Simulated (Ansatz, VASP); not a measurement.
# Cu in VASP and in Ansatz

```xyz
1
Lattice="-1.4540 1.4643 1.3740 1.4487 -1.4680 1.3723 1.4252 1.4392 -1.3778" Properties=species:S:1:pos:R:3 pbc="T T T"
Cu    0.0000    0.0000    0.0000
```

Change from the starting cell: cell sheared at random, sigma 0.01, atoms nudged by 0.01 Å.

Alike in both runs: functional LDA; k mesh 13 × 13 × 13; occupations fermi-dirac, width 0.05 eV; no spin polarisation.

|  | VASP | Ansatz |
| --- | --- | --- |
| version | VASP 6.6.1 | Ansatz 0.2.0 |
| potentials or method | VASP PAW LDA potentials, release 64 (Cu) | Ansatz PAW |
| plane-wave cutoff (eV) | 520 | 420 |
| valence electrons in the cell | 11 | 19 |
| task | single point | band structure |

```tsv
	VASP	Ansatz	Ansatz less VASP
gap on the k mesh at the Fermi level (eV)	none	none	-
pressure (GPa)	-6.8	-7.7	-0.83
traceless stress, the component that is largest in VASP (GPa)	2.24	2.25	+0.012
```

LDA's correlation is that of Perdew and Zunger in VASP and of Perdew and Wang (1992) in Ansatz. A gap of «none» marks a metal or a gap that the smearing closes. VASP's potentials hold 11 valence electrons a cell and Ansatz's 19, so a difference there can come from the potentials and not from the codes.
